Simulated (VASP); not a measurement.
# MgO in VASP: a series of runs

MgO is run at these levels: PBE, r2SCAN, HSE06; tasks: single point.

Program: VASP 6.6.1. These are calculated values, not measurements. Logs are shortened: lines on timing, memory, paths and dates and some standing lists are left out, and cuts for length are marked.

## (1) The cell of the first run

The structure is trigonal, space group R-3m (No. 166). The conventional cell has a = 3.710 Å, b = 3.710 Å, c = 4.274 Å, α = 90.00°, β = 90.00°, γ = 120.00°. Mg (site symmetry -3m) has 8 O at 2.14 to 2.26 Å and 6 Mg at 2.57 Å within 2.8 Å. Within 2.8 Å of O (site symmetry -3m) lie 8 Mg at 2.14 to 2.26 Å and 6 O at 2.57 Å.

## (2) Single point, PBE (strain along [111] -5.9%)

Contents of INCAR:

```
ALGO = Normal
EDIFF = 1E-7
ENCUT = 520
GGA = PE
ISIF = 2
ISMEAR = -1
LASPH = True
LCHARG = True
LELF = True
LREAL = False
LVHAR = True
LWAVE = False
NBANDS = 11
NELM = 60
PREC = Accurate
SIGMA = 0.02
```

Contents of KPOINTS:

```
k-points
0
Gamma
  10 10 10
```

Contents of POSCAR:

```
MgO
1.0
    2.5714942600     -0.0518548678     -0.0518548678
   -0.0518548678      2.5714942600     -0.0518548678
   -0.0518548678     -0.0518548678      2.5714942600
Mg O
1 1
Direct
    0.0000000000      0.0000000000      0.0000000000
    0.5000000000      0.5000000000      0.5000000000
```

Potentials or basis: VASP PAW PBE potentials, release 64 (Mg, O).

The run is started by

```sh
$ cat potpaw_PBE.64/Mg/POTCAR potpaw_PBE.64/O/POTCAR > POTCAR
$ mpirun -np 1 vasp_std > vasp.out
```

OUTCAR:

```text
EDIFF = 1E-7
   ENCUT = 520
   GGA = PE
   ISIF = 2
   ISMEAR = -1
   LASPH = True
   LREAL = False
   NELM = 60
   PREC = Accurate

 ion  position               nearest neighbor table
   1  0.000  0.000  0.000-   2 2.14   2 2.14   2 2.26   2 2.26   2 2.26   2 2.26   2 2.26   2 2.26

   2  0.500  0.500  0.500-   1 2.14   1 2.14   1 2.26   1 2.26   1 2.26   1 2.26   1 2.26   1 2.26

  LATTYP: Found a trigonal (rhomboedric) cell.
 ALAT       =     2.5725397147
 COS(alpha) =    -0.0398914528

  Lattice vectors:

 A1 = (   2.5714942600,  -0.0518548678,  -0.0518548678)
 A2 = (  -0.0518548678,   2.5714942600,  -0.0518548678)
 A3 = (  -0.0518548678,  -0.0518548678,   2.5714942600)

Analysis of symmetry for initial positions (statically):
=====================================================================
 Subroutine PRICEL returns:
 Original cell was already a primitive cell.

 Routine SETGRP: Setting up the symmetry group for a
 trigonal (rhombohedral) supercell.

 Subroutine GETGRP returns: Found 12 space group operations
 (whereof 12 operations were pure point group operations)
 out of a pool of 12 trial point group operations.

The static configuration has the point symmetry D_3d.

Analysis of symmetry for dynamics (positions and initial velocities):
=====================================================================
 Subroutine PRICEL returns:
 Original cell was already a primitive cell.

 Routine SETGRP: Setting up the symmetry group for a
 trigonal (rhombohedral) supercell.

 Subroutine GETGRP returns: Found 12 space group operations
 (whereof 12 operations were pure point group operations)
 out of a pool of 12 trial point group operations.

The dynamic configuration has the point symmetry D_3d.

 Subroutine INISYM returns: Found 12 space group operations
 (whereof 12 operations are pure point group operations),
 and found     1 'primitive' translations

----------------------------------------------------------------------------------------

                                     Primitive cell

  volume of cell :      16.9832

  direct lattice vectors                    reciprocal lattice vectors
     2.571494260 -0.051854868 -0.051854868     0.389201998  0.008009884  0.008009884
    -0.051854868  2.571494260 -0.051854868     0.008009884  0.389201998  0.008009884
    -0.051854868 -0.051854868  2.571494260     0.008009884  0.008009884  0.389201998

  length of vectors
     2.572539715  2.572539715  2.572539715     0.389366808  0.389366808  0.389366808

  position of ions in fractional coordinates (direct lattice)
     0.000000000  0.000000000  0.000000000
     0.500000000  0.500000000  0.500000000

  ion indices of the primitive-cell ions
   primitive index   ion index
                 1           1
                 2           2

----------------------------------------------------------------------------------------

 KPOINTS: k-points

Automatic generation of k-mesh.
 Grid dimensions read from file:
 generate k-points for:   10   10   10

 Generating k-lattice:

  Cartesian coordinates                     Fractional coordinates (reciprocal lattice)
     0.038920200  0.000800988  0.000800988     0.100000000 -0.000000000  0.000000000
     0.000800988  0.038920200  0.000800988    -0.000000000  0.100000000  0.000000000
     0.000800988  0.000800988  0.038920200     0.000000000  0.000000000  0.100000000

  Length of vectors
     0.038936681  0.038936681  0.038936681

  Shift w.r.t. Gamma in fractional coordinates (k-lattice)
     0.000000000  0.000000000  0.000000000

 Subroutine IBZKPT returns following result:
 ===========================================

 Found    116 irreducible k-points:

 Following reciprocal coordinates:
            Coordinates               Weight
  0.000000  0.000000  0.000000      1.000000
  0.100000 -0.000000 -0.000000      6.000000
  0.200000 -0.000000 -0.000000      6.000000
  0.300000 -0.000000 -0.000000      6.000000
  0.400000 -0.000000 -0.000000      6.000000
  0.500000 -0.000000 -0.000000      3.000000
[... 16 lines left out ...]
  0.300000  0.300000 -0.000000      6.000000
  0.400000  0.300000 -0.000000     12.000000
 [... further k-points ...]
   k-points           NKPTS =    116   k-points in BZ     NKDIM =    116   number of bands    NBANDS=     11
   number of dos      NEDOS =    301   number of ions     NIONS =      2
   total plane-waves  NPLWV =   8000
   dimension x,y,z NGX =    20 NGY =   20 NGZ =   20
   dimension x,y,z NGXF=    40 NGYF=   40 NGZF=   40
   ions per type =               1   1
   NGX,Y,Z   is equivalent  to a cutoff of  12.92, 12.92, 12.92 a.u.
   NGXF,Y,Z  is equivalent  to a cutoff of  25.85, 25.85, 25.85 a.u.
 SYSTEM =  unknown system
   PREC   = accura    normal or accurate (medium, high low for compatibility)
   ISTART =      0    job   : 0-new  1-cont  2-samecut
   ICHARG =      2    charge: 1-file 2-atom 10-const
   ISPIN  =      1    spin polarized calculation?
   LNONCOLLINEAR =      F non collinear calculations
   LSORBIT =      F    spin-orbit coupling
   LASPH  =      T    aspherical Exc in radial PAW
   ENCUT  =  520.0 eV  38.22 Ry    6.18 a.u.   4.78  4.78  4.78*2*pi/ulx,y,z
   NELM   =     60;   NELMIN=  2; NELMDL= -5     # of ELM steps
   EDIFF  = 0.1E-06   stopping-criterion for ELM
   LREAL  =      F    real-space projection
   EDIFFG = 0.1E-05   stopping-criterion for IOM
   NSW    =      0    number of steps for IOM
   IBRION =     -1    ionic relax: 0-MD 1-quasi-New 2-CG
   NFREE  =      0    steps in history (QN), initial steepest desc. (CG)
   ISIF   =      2    stress and relaxation
   ISYM   =      2    0-nonsym 1-usesym 2-fastsym
   POTIM  = 0.5000    time-step for ionic-motion
   TEBEG  =    0.0;   TEEND  =   0.0 temperature during run
   PSTRESS=    0.0 pullay stress
   NELECT =       8.0000    total number of electrons
   NUPDOWN=      -1.0000    fix difference up-down
   EMIN   =  10.00;   EMAX   =-10.00  energy-range for DOS
   EFERMI =   0.00;   METHOD = LEGACY
   ISMEAR =    -1;   SIGMA  =   0.02  broadening in eV -4-tet -1-fermi 0-gaus
   EFERMI_NEDOS =   21; number of points for ismear=-14 and -15
   IALGO  =     38    algorithm
   IMIX   =      4    mixing-type and parameters
     AMIX     =   0.40;   BMIX     =  1.00
     AMIX_MAG =   1.60;   BMIX_MAG =  1.00
  volume/ion in A,a.u.               =       8.49        57.30
  Fermi-wavevector in a.u.,A,eV,Ry     =   1.273792  2.407117 22.076063  1.622545
  Thomas-Fermi vector in A             =   2.406595
   LORBIT       =      0    0 simple, 1 ext, 2 COOP (PROOUT), +10 PAW based schemes
   GGA     = PE    functional components
   LHFCALC =     F    Hartree Fock is set to
   AEXX    =    0.0000 exact exchange contribution
   IVDW    =     0    specifies the selected vdW correction
   LEPSILON=     F    determine dielectric tensor
   LRPA    =     F    only Hartree local field effects (RPA)
 non-spin polarized calculation
  energy-cutoff  :      520.00
  volume of cell :       16.98
 maximum number of plane-waves:       470
   NGX =  9   NGY =  9   NGZ =  9

 number of electron       8.0000010 magnetization

 Free energy of the ion-electron system (eV)
  ---------------------------------------------------
  ext. energy  EPLUGINS =         0.00000000
  ---------------------------------------------------
  free energy    TOTEN  =       -10.32488989 eV

  energy without entropy =      -10.32488989  energy(sigma->0) =      -10.32488989

 E-fermi :   6.0770     XC(G=0): -11.6566

 val. band max:        5.6736735741   @ k =   0.5000   0.5000  -0.0000
 cond. band min:       8.9210156787   @ k =   0.0000   0.0000   0.0000
 fundamental gap:      3.2473421047
 Fermi energy:         6.0769629993

 k-point     1 :       0.0000    0.0000    0.0000
  band No.  band energies     occupation
      1     -13.3294      2.00000
      2       4.3827      2.00000
      3       4.7221      2.00000
      4       4.7221      2.00000
      5       8.9210      0.00000
      6      16.3277      0.00000
      7      16.3277      0.00000
      8      26.7766      0.00000
      9      26.7766      0.00000
     10      28.1915      0.00000
     11      33.7473      0.00000

 k-point     2 :       0.1000   -0.0000   -0.0000
  band No.  band energies     occupation
      1     -13.2186      2.00000
      2       3.7142      2.00000
      3       4.5632      2.00000
      4       4.7651      2.00000
      5       9.5175      0.00000
      6      16.5487      0.00000
      7      16.6095      0.00000
      8      26.6140      0.00000
      9      26.8058      0.00000
     10      28.0507      0.00000
     11      32.5233      0.00000

 k-point     3 :       0.2000   -0.0000   -0.0000
  band No.  band energies     occupation
      1     -12.9108      2.00000
      2       2.0400      2.00000
      3       4.6446      2.00000
      4       4.8800      2.00000
      5      10.6071      0.00000
      6      17.0421      0.00000
      7      17.2067      0.00000
      8      26.1035      0.00000
      9      26.5651      0.00000
     10      28.3472      0.00000
     11      30.3590      0.00000

 k-point     4 :       0.3000   -0.0000   -0.0000
  band No.  band energies     occupation
      1     -12.4873      2.00000
      2       0.3865      2.00000
      3       4.7715      2.00000
      4       5.0272      2.00000
      5      11.7374      0.00000
      6      16.9631      0.00000
      7      18.2798      0.00000
      8      25.2805      0.00000
      9      25.7350      0.00000
     10      27.8713      0.00000
     11      30.1333      0.00000
[... 239 lines left out ...]
 k-point    22 :      -0.2000    0.2000    0.0000
  band No.  band energies     occupation
      1     -12.5467      2.00000
      2       2.1644      2.00000
      3       2.8700      2.00000
      4       4.9415      2.00000
      5      11.9659      0.00000
      6      16.7881      0.00000
      7      17.9296      0.00000
      8      24.4686      0.00000
      9      26.2375      0.00000
     10      27.1467      0.00000
     11      29.8789      0.00000

 k-point    23 :       0.3000    0.3000   -0.0000
  band No.  band energies     occupation
      1     -11.7541      2.00000
      2       0.9082      2.00000
      3       1.6154      2.00000
      4       5.2479      2.00000
      5      13.5514      0.00000
      6      16.0516      0.00000
      7      18.1173      0.00000
      8      23.8373      0.00000
      9      26.1148      0.00000
     10      27.1628      0.00000
     11      28.0568      0.00000

 k-point    24 :       0.4000    0.3000   -0.0000
  band No.  band energies     occupation
      1     -11.4470      2.00000
      2       0.1948      2.00000
      3       1.7317      2.00000
      4       5.3932      2.00000
      5      13.2274      0.00000
      6      16.1019      0.00000
      7      18.2815      0.00000
      8      22.7533      0.00000
      9      25.6011      0.00000
     10      26.8764      0.00000
     11      29.6750      0.00000

 [... further k-points ...]
[... 5 lines left out ...]
  --------------------------------------------------------------------------------------
  -------------------------------------------------------------------------------------
  Total        1.8321562      1.8321562      1.8321562     -0.1305730     -0.1305730     -0.1305730
  in kB      172.8437417    172.8437417    172.8437417    -12.3181233    -12.3181233    -12.3181233
  external PRESSURE =     172.8437417 kB  Pullay stress =       0.0000000 kB

 VOLUME and BASIS-vectors are now :
 -----------------------------------------------------------------------------
  energy-cutoff  :      520.00
  volume of cell :       16.98
      direct lattice vectors                 reciprocal lattice vectors
     2.571494260 -0.051854868 -0.051854868     0.389201998  0.008009884  0.008009884
    -0.051854868  2.571494260 -0.051854868     0.008009884  0.389201998  0.008009884
    -0.051854868 -0.051854868  2.571494260     0.008009884  0.008009884  0.389201998

 POSITION                                       TOTAL-FORCE (eV/Angst)
 -----------------------------------------------------------------------------------
      0.00000      0.00000      0.00000         0.000000      0.000000      0.000000
      1.23389      1.23389      1.23389        -0.000000     -0.000000     -0.000000
 -----------------------------------------------------------------------------------
    total drift:                                0.000000      0.000000      0.000000

  FREE ENERGIE OF THE ION-ELECTRON SYSTEM (eV)
  ---------------------------------------------------
  free  energy   TOTEN  =       -10.3248898941 eV

  energy  without entropy=      -10.3248898941  energy(sigma->0) =      -10.32488989
```

It took 13 s on 1 thread of Intel Xeon Platinum 8488C (Sapphire Rapids), shared host; peak memory 0.14 GiB.

What came out:

```
Free energy            : -10.3249 eV
Pressure               : 17.3 GPa
Band gap on the k mesh : 3.25 eV, indirect (least direct gap 4.20 eV)
```

Caveat: the cell differs from its parent crystal (strain along [111] -5.9%).

## (3) Single point, PBE (uniaxial x strain -4.0%)

Contents of INCAR:

```
SYSTEM = MgO
ALGO = Normal
EDIFF = 1E-6
ENCUT = 520
GGA = PE
ISIF = 2
ISMEAR = -1
LASPH = .True.
LCHARG = .False.
LREAL = .False.
LWAVE = .False.
NBANDS = 11
NELM = 100
PREC = Accurate
SIGMA = 0.02
```

Contents of KPOINTS:

```
k-points
0
Gamma
  10 10 10
  0 0 0
```

Contents of POSCAR:

```
MgO
1.0
    2.5173658230      0.0000000000      0.0000000000
    0.0000000000      2.6233491278      0.0000000000
    0.0000000000      0.0000000000      2.6233491278
Mg O
1 1
Direct
    0.0000000000      0.0000000000      0.0000000000
    0.5000000000      0.5000000000      0.5000000000
```

Potentials or basis: VASP PAW PBE potentials, release 64 (Mg, O).

The run is started by

```sh
$ cat potpaw_PBE.64/Mg/POTCAR potpaw_PBE.64/O/POTCAR > POTCAR
$ mpirun -np 1 vasp_std > vasp.out
```

Wall time 12 s (1 thread of Intel Xeon Platinum 8488C (Sapphire Rapids), shared host); peak memory 0.14 GiB.

Results (log left out):

```yaml
Free_energy: -10.3028 eV
Pressure: 13.1 GPa
Band_gap_on_the_k_mesh: 2.65 eV, indirect (least direct gap 3.56 eV)
```

Stress tensor (GPa, compression positive):
```
33.00  0.00  0.00
 0.00  3.12  0.00
 0.00  0.00  3.12
```

Levels at points of the mesh, in eV from the valence-band top:
```
           k point  band 2  band 3  band 4  band 5  band 6  band 7
(0.00, 0.00, 0.00)   -1.59   -1.59   -0.92    2.65    9.84   10.72
(0.50, 0.00, 0.00)   -6.99   -1.02   -1.02    6.86    9.96   14.56
(0.00, 0.50, 0.00)   -7.21   -1.15   -0.52    7.27    9.51   14.56
(0.50, 0.50, 0.00)   -5.25   -5.17   -0.43    5.04   12.03   12.72
(0.00, 0.50, 0.50)   -5.39   -5.39    0.00    4.43   12.54   12.54
(0.50, 0.50, 0.50)   -4.23   -4.14   -4.14    7.21    7.52    7.52
```

Caveat: the cell differs from its parent crystal (uniaxial x strain -4.0%).

(Continued in part 2 of 3.)
